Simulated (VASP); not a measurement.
SnSe2: relaxation of cell and atoms with RPBE

SnSe2:

```
Sn Se
1.0
     3.81100    0.00000    0.00000
    -1.90550    3.30042    0.00000
     0.00000    0.00000    6.13600
Sn Se
1 2
Direct
  0.00000 0.00000 0.00000
  0.66667 0.33333 0.75100
  0.33333 0.66667 0.24900
```

```json
{
 "Program": "VASP 6.6.1",
 "Task": "relaxation of cell and atoms",
 "Functional": "RPBE",
 "Potentials or basis": "VASP PAW PBE potentials, release 64 (Sn_d, Se)",
 "Cutoff": "600 eV",
 "k mesh": "8 × 8 × 5",
 "Occupations": "fermi-dirac, width 0.05 eV",
 "Spin": "no spin polarisation",
 "Dipole correction": "no",
 "Further INCAR settings": "ALGO = Normal; EDIFF = 1e-06; IBRION = 2; EDIFFG = -0.01; NSW = 60; ISIF = 3"
}
```

```yaml
Relaxed_volume: 35.70 Å³/atom
Relaxed_cell: a = 3.915 Å, b = 3.915 Å, c = 8.069 Å, α = 90.00°, β = 90.00°, γ = 120.00°
Space_group_after_relaxing_to_0.1_Å: P-3m1 (No. 164)
Energy_gained_by_relaxing: 94.0 meV/atom
Ionic_steps: 37
Pressure_after_relaxing: 0.0 GPa
Band_gap_on_the_k_mesh: 0.83 eV (least direct gap 1.12 eV)
```

Step by step:
| step | energy change (eV) | largest force (eV/Å) | pressure (GPa) | volume (Å³) |
| --- | --- | --- | --- | --- |
| 1 | 0.0000 | 0.8473 | 7.46 | 77.18 |
| 2 | -0.0901 | 0.8478 | -3.44 | 91.34 |
| 3 | -0.1820 | 0.2455 | 0.15 | 84.89 |
| 4 | -0.1820 | 0.2272 | 0.27 | 84.73 |
| 5 | -0.1882 | 0.2092 | 0.23 | 85.23 |
| 6 | -0.2047 | 0.1510 | 0.16 | 86.73 |
| 7 | -0.2289 | 0.0250 | 0.14 | 89.76 |
| 8 | -0.2447 | 0.2688 | 0.44 | 95.90 |
| 9 | -0.2508 | 0.2193 | 0.26 | 96.71 |
| 10 | -0.2640 | 0.0767 | -0.23 | 99.11 |
| 11 | -0.2702 | 0.1888 | -1.01 | 103.90 |
| 12 | -0.2710 | 0.1110 | -0.79 | 102.52 |
| 13 | -0.2772 | 0.0920 | -0.42 | 102.51 |
| 14 | -0.2794 | 0.0722 | -0.06 | 102.47 |
| 15 | -0.2795 | 0.0702 | -0.02 | 102.47 |
| 16 | -0.2798 | 0.0378 | 0.06 | 102.42 |
| 17 | -0.2799 | 0.0125 | 0.12 | 102.38 |
| 18 | -0.2800 | 0.0058 | 0.14 | 102.37 |
| 19 | -0.2801 | 0.0101 | 0.04 | 102.67 |
| 20 | -0.2802 | 0.0124 | 0.01 | 102.81 |
| 21 | -0.2802 | 0.0124 | 0.00 | 102.83 |
| 22 | -0.2802 | 0.0151 | 0.00 | 102.91 |
| 23 | -0.2804 | 0.0227 | -0.03 | 103.15 |
| 24 | -0.2807 | 0.0377 | -0.08 | 103.64 |
| 25 | -0.2809 | 0.0667 | -0.16 | 104.60 |
| 26 | -0.2809 | 0.0656 | -0.16 | 104.62 |
| 27 | -0.2810 | 0.0630 | -0.15 | 104.68 |
| 28 | -0.2812 | 0.0570 | -0.11 | 104.78 |
| 29 | -0.2814 | 0.0450 | -0.06 | 105.00 |
| 30 | -0.2817 | 0.0201 | 0.06 | 105.44 |
| 31 | -0.2817 | 0.0120 | 0.10 | 105.58 |
| 32 | -0.2818 | 0.0093 | 0.09 | 105.79 |
| 33 | -0.2820 | 0.0005 | 0.06 | 106.43 |
| 34 | -0.2820 | 0.0179 | 0.00 | 107.71 |
| 35 | -0.2820 | 0.0096 | 0.03 | 107.10 |
| 36 | -0.2820 | 0.0089 | 0.04 | 107.04 |
| 37 | -0.2820 | 0.0019 | -0.01 | 107.11 |

Final structure:
```
Sn Se
1.0
     3.91515    0.00000    0.00000
    -1.95757    3.39062    0.00000
     0.00000    0.00000    8.06892
Sn Se
1 2
Direct
  0.00000 0.00000 0.00000
  0.66667 0.33333 0.80203
  0.33333 0.66667 0.19797
```

Levels at points of the mesh, in eV from the valence-band top:
```csv
k point,band 9,band 10,band 11,band 12,band 13,band 14,band 15,band 16,band 17
"(0.00, 0.00, 0.00)",-0.74,-0.45,-0.45,-0.10,-0.10,1.30,3.11,4.56,4.56
"(0.50, 0.00, 0.00)",-4.01,-2.10,-2.07,-0.58,-0.28,0.88,4.09,5.68,5.89
```

It took 16 min on 1 thread of AMD EPYC 7R13 Processor (Zen 3) (shared host), peak memory 0.22 GiB.

Caveat: the volume moved by over 15 % at a fixed basis, so the end points are rough; the PAW data sets were made with another functional, which shifts forces and pressure a little; spin-orbit coupling is left out, which moves the levels of the heavy elements; an odd mesh through Γ misses points on the zone boundary, where band edges can lie; this functional lacks dispersion, which binds the layers, so the pressure and a relaxed spacing across them are unreliable. RPBE and its kin give volumes clearly too large for solids.
